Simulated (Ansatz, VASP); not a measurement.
## One calculation of MgO2, two programs

File INCAR:

```
PREC = Accurate
ENCUT = 520
EDIFF = 1E-6
ISMEAR = 0
SIGMA = 0.05
LREAL = F
LASPH = T
NELM = 80
ALGO = Normal
ISIF = 2
LWAVE = F
LCHARG = F
GGA = PS
NBANDS = 14
```

Contents of KPOINTS:

```
regular mesh
0
Gamma
  12 12 12
```

POSCAR

```
MgO2
1.0
    1.5405705754      0.8894488364      3.4939788749
   -1.5405705754      0.8894488364      3.4939788749
    0.0000000000     -1.7788976728      3.4939788749
Mg O
1 2
Direct
    0.0000000000      0.0000000000      0.0000000000
    0.4287860000      0.4287860000      0.4287860000
    0.5712140000      0.5712140000      0.5712140000
```

Input for Ansatz:

```yaml
crystal:
  lattice:
    - [1.5405705754, 0.8894488364, 3.4939788749]
    - [-1.5405705754, 0.8894488364, 3.4939788749]
    - [0.0, -1.7788976728, 3.4939788749]
  atoms:
    - { symbol: Mg, position: [0.0, 0.0, 0.0] }
    - { symbol: O, position: [0.428786, 0.428786, 0.428786] }
    - { symbol: O, position: [0.571214, 0.571214, 0.571214] }
basis:
  ecutwfc: 420
kpoints:
  mp_grid: { grid: [12, 12, 12] }
hamiltonian:
  xc: pbesol
scf:
  occupations: { method: gaussian, width: 0.05 }
output:
  forces: true
  stress: true
  eigenvalues: true
```

Change from the starting cell: strain -0.040 along x and y, +0.000 along z, atoms carried along.

Alike in both runs: task single point; functional PBEsol; k mesh 12 × 12 × 12; occupations gaussian, width 0.05 eV; no spin polarisation.

```csv
,VASP,Ansatz
version,VASP 6.6.1,Ansatz 0.2.0
potentials or method,"VASP PAW PBE potentials, release 64 (Mg, O), cutoff 520 eV","scalar-relativistic, plane waves, PAW"
valence electrons in the cell,14,22
```

|  | VASP | Ansatz | Ansatz less VASP |
| --- | --- | --- | --- |
| gap on the k mesh at the Fermi level (eV) | 2.07 | 2.10 | +0.028 |
| least direct gap on the mesh (eV) | 2.07 | 2.10 | +0.028 |
| pressure (GPa) | 4.3 | 4.4 | +0.08 |
| traceless stress, the component that is largest in VASP (GPa) | -8.66 | -9.69 | -1.029 |
| rms of the force components (eV/Å) | 0.325 | 0.406 | +0.0810 |

VASP's potentials were made for PBE, not for PBEsol. Atom by atom the forces differ by 0.081 eV/Å (rms over components). VASP's potentials hold 14 valence electrons a cell and Ansatz's 22, so a difference there can come from the potentials and not from the codes.
